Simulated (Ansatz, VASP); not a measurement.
CdS in VASP and in Ansatz

```xyz
4
Lattice="4.2180 0.0000 0.0000 -2.1090 3.6529 0.0000 0.0000 0.0000 32.1232" Properties=species:S:1:pos:R:3 pbc="T T T"
Cd    0.0000    2.4353    7.7936
Cd    0.0000    2.4353   11.2064
S     0.0000    0.0000    7.6474
S     2.1090    1.2176   11.3526
```

Alike in both runs: functional PBE; dispersion D3(BJ); k mesh 6 × 6 × 1; occupations gaussian, width 0.1 eV; no spin polarisation.

Ansatz relaxed the structure, and its values are those at the end. VASP's run is a single point on that final structure, the one shown.

```csv
,VASP,Ansatz
version,VASP 6.6.1,Ansatz 0.2.0
potentials or method,"VASP PAW PBE potentials, release 64 (Cd, S), cutoff 520 eV","scalar-relativistic, plane waves, PAW"
valence electrons in the cell,36,52
```

Ansatz gave:

| Property | Result |
| --- | --- |
| gap on the k mesh at the Fermi level (eV) | 1.36 |
| least direct gap on the mesh (eV) | 1.36 |
| rms of the force components (eV/Å) | 0.009 |

Problem. Which values does VASP return?

Solution. gap on the k mesh at the Fermi level (eV): 1.36; least direct gap on the mesh (eV): 1.36; rms of the force components (eV/Å): 0.005.

VASP's potentials hold 36 valence electrons a cell and Ansatz's 52, so a difference there can come from the potentials and not from the codes. Ansatz's warnings: slab cell height set, structure snapped to symmetry.
